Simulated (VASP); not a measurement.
Here is a VASP 6.6.1 calculation.

Contents of POSCAR:

```
PbO2
1.0
    5.0190975600      0.0000000000      0.0000000000
    0.0000000000      5.0190975600      0.0000000000
    0.0000000000      0.0000000000      3.4296427000
Pb O
2 4
Direct
    0.0000000000      0.0000000000      0.0000000000
    0.5000000000      0.5000000000      0.5000000000
    0.3075989707      0.3075989707      0.0000000000
    0.1924010293      0.8075989707      0.5000000000
    0.6924010293      0.6924010293      0.0000000000
    0.8075989707      0.1924010293      0.5000000000
```

Contents of INCAR.step1:

```
SYSTEM = PbO2
PREC = Accurate ; ENCUT = 520
ISMEAR = -1 ; SIGMA = 0.1
LREAL = .False. ; LASPH = .True.
NELM = 80 ; NBANDS = 35
GGA = PE ; ALGO = Normal
EDIFF = 1E-4 ; LWAVE = .True.
LCHARG = .False.
```

Contents of INCAR.step2:

```
SYSTEM = PbO2
PREC = Accurate ; ENCUT = 520
EDIFF = 1E-6 ; ISMEAR = -1
SIGMA = 0.1 ; LREAL = .False.
LASPH = .True. ; NELM = 80
ALGO = Normal ; ISIF = 2
LWAVE = .False. ; LCHARG = .False.
METAGGA = R2SCAN ; LMIXTAU = .True.
NBANDS = 35 ; ISTART = 1
```

The input KPOINTS:

```
Automatic mesh
0
Gamma
  7 7 10
  0 0 0
```

Potentials or basis: VASP PAW PBE potentials, release 64 (Pb_d, O).

Run with:

```console
$ cat potpaw_PBE.64/Pb_d/POTCAR potpaw_PBE.64/O/POTCAR > POTCAR
$ cp INCAR.step1 INCAR
$ mpirun -np 1 vasp_std > vasp.out
$ cp INCAR.step2 INCAR
$ mpirun -np 1 vasp_std > vasp.out
```

(1) What does it give for the band gap on the k mesh?

(2) Estimate the largest force.

Answers

(1) 0.06 eV (least direct gap 0.10 eV).

(2) 0.005 eV/Å.

Caveat: the smearing spreads over this small gap; the PAW data sets were made with another functional, which shifts forces and pressure a little; spin-orbit coupling is left out, which moves the levels of the heavy elements.
